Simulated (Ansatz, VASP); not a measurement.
# Sc in VASP and in Ansatz

File INCAR:

```
ALGO = Normal ; EDIFF = 1E-6
ENCUT = 520 ; GGA = PS
ISIF = 2 ; ISMEAR = 0
LASPH = T ; LCHARG = F
LREAL = F ; LWAVE = F
NBANDS = 12 ; NELM = 80
PREC = Accurate ; SIGMA = 0.15
```

The input KPOINTS:

```
k-points
0
Gamma
  18 18 18
```

File POSCAR:

```
Sc
1.0
    0.0000000000      2.3045575000      2.2364425000
    2.3045575000      0.0000000000      2.2364425000
    2.3045575000      2.3045575000      0.0000000000
Sc
1
Direct
    0.0000000000      0.0000000000      0.0000000000
```

Input for Ansatz:

```yaml
crystal:
  lattice:
    - [0.0, 2.3045575, 2.2364425]
    - [2.3045575, 0.0, 2.2364425]
    - [2.3045575, 2.3045575, 0.0]
  atoms:
    - { symbol: Sc, position: [0.0, 0.0, 0.0] }
basis:
  ecutwfc: 420
kpoints:
  mp_grid: { grid: [18, 18, 18] }
hamiltonian:
  xc: pbesol
scf:
  occupations: { method: gaussian, width: 0.15 }
output:
  forces: true
  stress: true
  eigenvalues: true
```

Change from the starting cell: strain +0.015 along x and y, -0.015 along z, atoms carried along.

Alike in both runs: task single point; functional PBEsol; k mesh 18 × 18 × 18; occupations gaussian, width 0.15 eV; no spin polarisation.

|  | VASP | Ansatz |
| --- | --- | --- |
| version | VASP 6.6.1 | Ansatz 0.2.0 |
| potentials or method | VASP PAW PBE potentials, release 64 (Sc_sv), cutoff 520 eV | scalar-relativistic, plane waves, PAW |
| valence electrons in the cell | 11 | 11 |

```csv
,VASP,Ansatz,Ansatz less VASP
gap on the k mesh at the Fermi level (eV),none,none,-
pressure (GPa),-0.3,-0.3,0.00
"traceless stress, the component that is largest in VASP (GPa)",0.55,0.55,-0.003
```

VASP's potentials were made for PBE, not for PBEsol. A gap of «none» marks a metal or a gap that the smearing closes.
